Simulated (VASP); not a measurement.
Set up this calculation in VASP 6.6.1, as the native input.

```yaml
Task: single point
Functional: LDA
Potentials_or_basis: VASP PAW LDA potentials, release 64 (Pb_d)
Cutoff: 520 eV
k_mesh: 18 × 18 × 18
Occupations: gaussian, width 0.15 eV
Spin: no spin polarisation
Dipole_correction: no
Further_INCAR_settings: ALGO = Fast; EDIFF = 1e-06; NBANDS = 13
```

The structure of Pb lies in POSCAR:

```
Pb
1.0
   -2.0291510559      2.0291510559      2.0786425450
    2.0291510559     -2.0291510559      2.0786425450
    2.0291510559      2.0291510559     -2.0786425450
Pb
1
Direct
    0.0000000000      0.0000000000      0.0000000000
```

This cell differs from its parent crystal: strain +0.025 along x and y, +0.050 along z.

One way to write it, as run:

INCAR

```
  PREC = Accurate
  ENCUT = 520
  EDIFF = 1E-6
  ISMEAR = 0
  SIGMA = 0.15
  LREAL = F
  LASPH = T
  NELM = 60
  ALGO = Fast
  ISIF = 2
  LWAVE = F
  LCHARG = F
  GGA = CA
  NBANDS = 13
```

KPOINTS

```
Automatic mesh
0
Gamma
  18 18 18
```

Potentials or basis: VASP PAW LDA potentials, release 64 (Pb_d).

Command:

```sh
$ cat potpaw_LDA.64/Pb_d/POTCAR > POTCAR
$ mpirun -np 1 vasp_std > vasp.out
```

It gave:

```
Pressure               : -5.8 GPa
Band gap on the k mesh : zero (band 7 reaches 12.19 eV, above the bottom of band 8 at 3.99 eV)
```

Caveat: the cell differs from its parent crystal (strain +0.025 along x and y, +0.050 along z); spin-orbit coupling is left out, which moves the levels of the heavy elements.

Wall time 120 s on 1 thread of Intel Xeon 6975P-C, on a shared host, peak memory 0.31 GiB.
